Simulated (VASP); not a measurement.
# Al (P6_3/mmc) in VASP: notebook, part 3 of 3

VASP 6.6.1. Earlier steps stand in the parts before.

**4. Single point, PBEsol+D3(BJ)**

This run uses another cell than the first one, of 14.64 Å³/atom, 1.011 times its volume.

INCAR reads:

```
  ALGO = Fast
  EDIFF = 1E-6
  ENCUT = 520
  GGA = PS
  ISIF = 2
  ISMEAR = 0
  IVDW = 12
  LASPH = T
  LCHARG = T
  LELF = T
  LREAL = F
  LVHAR = T
  LWAVE = F
  NBANDS = 14
  NELM = 80
  PREC = Accurate
  SIGMA = 0.15
```

KPOINTS reads:

```
k-points
0
Gamma
  18 18 6
```

POSCAR reads:

```
Al
1.0
    2.9315000000      0.0000000000      0.0000000000
   -1.4657500000      2.5387534712      0.0000000000
    0.0000000000      0.0000000000      7.8684000000
Al
4
Direct
    0.0000000000      0.0000000000      0.0000000000
    0.3333333333      0.6666666667      0.2500000000
    0.0000000000      0.0000000000      0.5000000000
    0.6666666667      0.3333333333      0.7500000000
```

Potentials or basis: VASP PAW PBE potentials, release 64 (Al).

Launch:

```console
cat potpaw_PBE.64/Al/POTCAR > POTCAR
mpirun -np 1 vasp_std > vasp.out
```

OUTCAR:

```text
EDIFF = 1E-6
   ENCUT = 520
   GGA = PS
   ISIF = 2
   ISMEAR = 0
   IVDW = 12
   LASPH = T
   LREAL = F
   NELM = 80
   PREC = Accurate
 IVDW          = 12

 ion  position               nearest neighbor table
   1  0.000  0.000  0.000-   2 2.60   4 2.60   4 2.60   2 2.60   4 2.60   2 2.60
   2  0.333  0.667  0.250-   1 2.60   3 2.60   1 2.60   3 2.60   1 2.60   3 2.60
   3  0.000  0.000  0.500-   2 2.60   4 2.60   4 2.60   2 2.60   4 2.60   2 2.60
   4  0.667  0.333  0.750-   1 2.60   3 2.60   1 2.60   3 2.60   1 2.60   3 2.60

  LATTYP: Found a hexagonal cell.
 ALAT       =     2.9315000000
 C/A-ratio  =     2.6840866451

  Lattice vectors:

 A1 = (   2.9315000000,   0.0000000000,   0.0000000000)
 A2 = (  -1.4657500000,   2.5387534712,   0.0000000000)
 A3 = (   0.0000000000,   0.0000000000,   7.8684000000)

Analysis of symmetry for initial positions (statically):
=====================================================================
 Subroutine PRICEL returns:
 Original cell was already a primitive cell.

 Routine SETGRP: Setting up the symmetry group for a
 hexagonal supercell.

 Subroutine GETGRP returns: Found 24 space group operations
 (whereof 12 operations were pure point group operations)
 out of a pool of 24 trial point group operations.

The static configuration has the point symmetry D_3d.
 The point group associated with its full space group is D_6h.

Analysis of symmetry for dynamics (positions and initial velocities):
=====================================================================
 Subroutine PRICEL returns:
 Original cell was already a primitive cell.

 Routine SETGRP: Setting up the symmetry group for a
 hexagonal supercell.

 Subroutine GETGRP returns: Found 24 space group operations
 (whereof 12 operations were pure point group operations)
 out of a pool of 24 trial point group operations.

The dynamic configuration has the point symmetry D_3d.
 The point group associated with its full space group is D_6h.

 Subroutine INISYM returns: Found 24 space group operations
[... 136 lines left out ...]
  volume of cell :       58.56
 maximum number of plane-waves:      1619
 NGX is ok and might be reduce to    24
   NGX = 11   NGY = 11   NGZ = 29

 number of electron      12.0000000 magnetization

 Free energy of the ion-electron system (eV)
  ---------------------------------------------------
  ext. energy  EPLUGINS =         0.00000000
  ---------------------------------------------------
  free energy    TOTEN  =       -15.55645292 eV

  energy without entropy =      -15.53823734  energy(sigma->0) =      -15.54734513

 E-fermi :   9.1850     XC(G=0): -10.6889

 val. band max:        9.1635051059   @ k =   0.2778   0.1667   0.1667
 cond. band min:       9.1996475876   @ k =   0.2222   0.1667   0.0000
 fundamental gap:      0.0361424817
 Fermi energy:         9.1849846059

 k-point     1 :       0.0000    0.0000    0.0000
  band No.  band energies     occupation
      1      -2.7483      2.00000
      2      -0.3922      2.00000
      3      -0.3847      2.00000
      4       5.7071      2.00000
      5       7.3204      2.00000
      6      17.0026      0.00000
      7      17.2258      0.00000
      8      17.6678      0.00000
      9      17.6678      0.00000
     10      18.0334      0.00000
     11      18.0334      0.00000
     12      19.3656      0.00000
     13      19.3667      0.00000
     14      19.7060      0.00000
[... 377 lines left out ...]
      1       1.9008      2.00000
      2       4.0945      2.00000
      3       4.1616      2.00000
      4       4.3478      2.00000
      5       6.6000      2.00000
      6       6.6798      2.00000
      7       9.9781      0.00000
      8      10.0689      0.00000
      9      11.9002      0.00000
     10      12.0184      0.00000
     11      12.9211      0.00000
     12      12.9988      0.00000
     13      14.6369      0.00000
     14      17.7877      0.00000

 [... further k-points ...]

------------------------ aborting loop because EDIFF is reached ----------------------------------------

 Edisp (eV)   -1.43294

 E8    (eV) :    -0.9648

  FORCE on cell =-STRESS in cart. coord.  units (eV):
  Direction    XX          YY          ZZ          XY          YZ          ZX
  --------------------------------------------------------------------------------------
  -------------------------------------------------------------------------------------
  Total       1.52231     1.52231     9.82669     0.00000     0.00000     0.00000
  in kB      41.65023    41.65023   268.85682     0.00000     0.00000     0.00000
  external pressure =      117.39 kB  Pullay stress =        0.00 kB

 VOLUME and BASIS-vectors are now :
 -----------------------------------------------------------------------------
  energy-cutoff  :      520.00
  volume of cell :       58.56
      direct lattice vectors                 reciprocal lattice vectors
     2.931500000  0.000000000  0.000000000     0.341122292  0.196947047  0.000000000
    -1.465750000  2.538753471  0.000000000     0.000000000  0.393894095  0.000000000
     0.000000000  0.000000000  7.868400000     0.000000000  0.000000000  0.127090641

 POSITION                                       TOTAL-FORCE (eV/Angst)
 -----------------------------------------------------------------------------------
      0.00000      0.00000      0.00000        -0.000000      0.000000     -0.000000
     -0.00000      1.69250      1.96710         0.000000     -0.000000      0.000000
      0.00000      0.00000      3.93420        -0.000000      0.000000     -0.000000
      1.46575      0.84625      5.90130        -0.000000      0.000000      0.000000
 -----------------------------------------------------------------------------------
    total drift:                               -0.000000      0.000000      0.000000

  FREE ENERGIE OF THE ION-ELECTRON SYSTEM (eV)
  ---------------------------------------------------
  free  energy   TOTEN  =       -16.9893968275 eV

  energy  without entropy=      -16.9711812440  energy(sigma->0) =      -16.98028904
```

OSZICAR:

```text
N       E                     dE             d eps       ncg     rms          rms(c)
DAV:   1     0.664443068148E+01    0.66444E+01   -0.42104E+03  4168   0.663E+02
DAV:   2    -0.150103121935E+02   -0.21655E+02   -0.19959E+02  5388   0.941E+01
DAV:   3    -0.156775163348E+02   -0.66720E+00   -0.66195E+00  5418   0.135E+01
DAV:   4    -0.156817556787E+02   -0.42393E-02   -0.42390E-02  4876   0.134E+00
DAV:   5    -0.156818051178E+02   -0.49439E-04   -0.49438E-04  5538   0.147E-01    0.336E+00
RMM:   6    -0.156063411952E+02    0.75464E-01   -0.45862E-03  4157   0.350E-01    0.194E+00
RMM:   7    -0.155567965559E+02    0.49545E-01   -0.12547E-02  4254   0.582E-01    0.222E-01
RMM:   8    -0.155564383936E+02    0.35816E-03   -0.13891E-03  4401   0.236E-01    0.296E-02
RMM:   9    -0.155564544079E+02   -0.16014E-04   -0.19780E-04  4651   0.107E-01    0.347E-02
RMM:  10    -0.155564559357E+02   -0.15277E-05   -0.39419E-05  4754   0.399E-02    0.336E-02
RMM:  11    -0.155564536243E+02    0.23114E-05   -0.10604E-05  4719   0.237E-02    0.175E-02
RMM:  12    -0.155564529218E+02    0.70252E-06   -0.27189E-06  3936   0.108E-02
   1 F= -.16989397E+02 E0= -.16980289E+02  d E =-.182156E-01
```

stdout:

```text
POSCAR found type information on POSCAR Al
 POSCAR found :  1 types and       4 ions
 scaLAPACK will be used
 -----------------------------------------------------------------------------
|                                                                             |
|                                                                             |
|     You enforced a specific xc type in the INCAR file but a different       |
|     I HOPE YOU KNOW WHAT YOU ARE DOING!                                     |
|                                                                             |
 -----------------------------------------------------------------------------

 LDA part: xc-table for (Slater+PW92), standard interpolation
 POSCAR, INCAR and KPOINTS ok, starting setup
 FFT: planning ... GRIDC
 FFT: planning ... GRID_SOFT
 FFT: planning ... GRID
 WAVECAR not read
 entering main loop
```

Wall time 3.2 min (1 thread of AMD EPYC 7R13, shared host); peak memory 0.21 GiB.

What came out:

| Quantity | Value |
| --- | --- |
| Free energy | -16.9894 eV |
| Pressure | 11.7 GPa |
| Band gap on the k mesh | zero (band 6 reaches 17.00 eV, above the bottom of band 7 at 7.12 eV) |
| Dispersion energy per atom | -0.358 eV |

Levels at points of the mesh, in eV from the Fermi level:
```
           k point  band 3  band 4  band 5  band 6  band 7  band 8  band 9  band 10
(0.00, 0.00, 0.00)   -9.57   -3.48   -1.86    7.82    8.04    8.48    8.48     8.85
(0.50, 0.00, 0.00)   -4.52   -4.33   -3.79   -3.58    1.47    1.92    3.14     3.56
(0.00, 0.00, 0.50)   -6.70   -6.70    2.32    2.32    8.91    8.91    8.91     8.91
(0.50, 0.00, 0.50)   -5.66   -5.66   -1.66   -1.66   -0.85   -0.85    4.29     4.29
```

Caveat: the PAW data sets were made with another functional, which shifts forces and pressure a little; pairwise dispersion overbinds metals, which lowers pressure and volume.

**5. The runs side by side**

```csv
cell,gap on the mesh (eV),pressure (GPa)
"a = 2.605, b = 2.605, c = 9.854 Å, angles 90.0, 90.0, 120.0°, 4 atoms",none,11.6
"a = 2.801, b = 2.801, c = 8.530 Å, angles 90.0, 90.0, 120.0°, 4 atoms",none,8.7
"a = 2.932, b = 2.932, c = 7.868 Å, angles 90.0, 90.0, 120.0°, 4 atoms",none,11.7
```

Alike in all rows: task single point; level PBEsol+D3(BJ); potentials or basis VASP PAW PBE potentials, release 64 (Al); no spin polarisation; k mesh 18 × 18 × 6; cutoff (eV) 520; smearing gaussian 0.15 eV.

Caveats: the PAW data sets were made with another functional, which shifts forces and pressure a little; pairwise dispersion overbinds metals, which lowers pressure and volume.

Absolute energies hang on the potentials; compare differences alone.
